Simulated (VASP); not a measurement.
Input of a VASP 6.6.1 run:

File INCAR:

```
ALGO = Normal ; EDIFF = 1E-6
ENCUT = 570 ; GGA = PE
GGA_COMPAT = F ; ISIF = 2
ISMEAR = -1 ; LASPH = T
LCHARG = F ; LREAL = F
LWAVE = F ; NBANDS = 22
NELM = 120 ; PREC = Accurate
SIGMA = 0.5
```

KPOINTS

```
k-points
0
Gamma
  6 6 4
```

POSCAR

```
PtS2
1.0
    3.5526415803      0.0000000000      0.0000000000
   -1.7763207902      3.0766778591      0.0000000000
    0.0000000000      0.0000000000      5.1227110450
Pt S
1 2
Direct
    0.0000000000      0.0000000000      0.0000000000
    0.3333333333      0.6666666667      0.2392599773
    0.6666666667      0.3333333333      0.7607400227
```

Potentials or basis: VASP PAW PBE potentials, release 64 (Pt_sv_GW, S).

The run is started by

```bash
$ cat potpaw_PBE.64/Pt_sv_GW/POTCAR potpaw_PBE.64/S/POTCAR > POTCAR
$ mpirun -np 1 vasp_std > vasp.out
```

**Question.** Estimate the pressure.

**Answer.** 4.8 GPa.

**Question.** What does it give for the band gap on the k mesh?

**Answer.** 0.89 eV (least direct gap 1.45 eV).

**Question.** Estimate the largest force.

**Answer.** 0.340 eV/Å.

Stress tensor (GPa, compression positive):
```
5.56 0.00 0.00
0.00 5.56 0.00
0.00 0.00 3.16
```

Caveat: the cell stands under pressure; so wide a smearing shifts energies and pressures; spin-orbit coupling is left out, which moves the levels of the heavy elements. A k mesh can miss the band edges.
